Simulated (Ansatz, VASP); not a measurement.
Two plane-wave programs on Mg

INCAR

```
PREC = Accurate
ENCUT = 520
EDIFF = 1E-6
ISMEAR = 0
SIGMA = 0.15
LREAL = F
LASPH = T
NELM = 60
ALGO = Normal
ISIF = 2
LWAVE = F
LCHARG = F
NBANDS = 9
```

The input KPOINTS:

```
regular mesh
0
Gamma
  18 18 10
```

POSCAR

```
Mg
1.0
    2.9525298099      0.0000000000      0.0000000000
   -1.4762649049      2.5569658208      0.0000000000
    0.0000000000      0.0000000000      5.0019168000
Mg
2
Direct
    0.3333333333      0.6666666667      0.2500000000
    0.6666666667      0.3333333333      0.7500000000
```

Input for Ansatz:

```yaml
crystal:
  lattice:
    - [2.9525298099, 0.0, 0.0]
    - [-1.4762649049, 2.5569658208, 0.0]
    - [0.0, 0.0, 5.0019168]
  atoms:
    - { symbol: Mg, position: [0.3333333333, 0.6666666667, 0.25] }
    - { symbol: Mg, position: [0.6666666667, 0.3333333333, 0.75] }
basis:
  ecutwfc: 420
kpoints:
  mp_grid: { grid: [18, 18, 10] }
hamiltonian:
  xc: lda
scf:
  occupations: { method: gaussian, width: 0.15 }
output:
  forces: true
  stress: true
  eigenvalues: true
```

Change from the starting cell: strain -0.080 along x and y, -0.040 along z, atoms carried along.

Alike in both runs: task single point; functional LDA; k mesh 18 × 18 × 10; occupations gaussian, width 0.15 eV; no spin polarisation.

```csv
,VASP,Ansatz
version,VASP 6.6.1,Ansatz 0.2.0
potentials or method,"VASP PAW LDA potentials, release 64 (Mg), cutoff 520 eV","scalar-relativistic, plane waves, PAW"
valence electrons in the cell,4,20
```

|  | VASP | Ansatz | Ansatz less VASP |
| --- | --- | --- | --- |
| gap on the k mesh at the Fermi level (eV) | none | none | - |
| pressure (GPa) | 6.9 | 7.2 | +0.32 |
| traceless stress, the component that is largest in VASP (GPa) | -2.69 | -2.66 | +0.028 |

LDA's correlation is that of Perdew and Zunger in VASP and of Perdew and Wang (1992) in Ansatz. A gap of «none» marks a metal or a gap that the smearing closes. VASP's potentials hold 4 valence electrons a cell and Ansatz's 20, so a difference there can come from the potentials and not from the codes.
